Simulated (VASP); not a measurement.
A run of VASP 6.6.1:

POSCAR

```
HfO2
1.0
   -1.0740826950      2.1481653901      2.1481653901
    2.1481653901     -1.0740826950      2.1481653901
    2.1481653901      2.1481653901     -1.0740826950
Hf O
1 2
Direct
    0.0000000000      0.0000000000      0.0000000000
    0.2500000000      0.2500000000      0.2500000000
    0.7500000000      0.7500000000      0.7500000000
```

INCAR.step1

```
PREC = Accurate
ENCUT = 520
ISMEAR = 0
SIGMA = 0.05
LREAL = F
LASPH = T
NELM = 80
NBANDS = 18
GGA = PE
ALGO = Normal
EDIFF = 1E-4
LWAVE = T
LCHARG = F
```

The input INCAR.step2:

```
PREC = Accurate
ENCUT = 520
EDIFF = 1E-6
ISMEAR = 0
SIGMA = 0.05
LREAL = F
LASPH = T
NELM = 80
ALGO = Normal
ISIF = 2
LWAVE = F
LCHARG = F
METAGGA = R2SCAN
LMIXTAU = T
NBANDS = 18
ISTART = 1
```

The input KPOINTS:

```
Automatic mesh
0
Gamma
  8 8 8
```

Potentials or basis: VASP PAW PBE potentials, release 64 (Hf_pv, O).

Command:

```bash
$ cat potpaw_PBE.64/Hf_pv/POTCAR potpaw_PBE.64/O/POTCAR > POTCAR
$ cp INCAR.step1 INCAR
$ mpirun -np 1 vasp_std > vasp.out
$ cp INCAR.step2 INCAR
$ mpirun -np 1 vasp_std > vasp.out
```

Hardware: 1 thread of Intel(R) Xeon(R) 6975P-C (Granite Rapids), on a shared host.

Task: How long does it take, and how much memory?

Result: Wall time 31 s on 1 thread of Intel(R) Xeon(R) 6975P-C (Granite Rapids), with other jobs on the host, peak memory 0.17 GiB. Counts: k points 65.
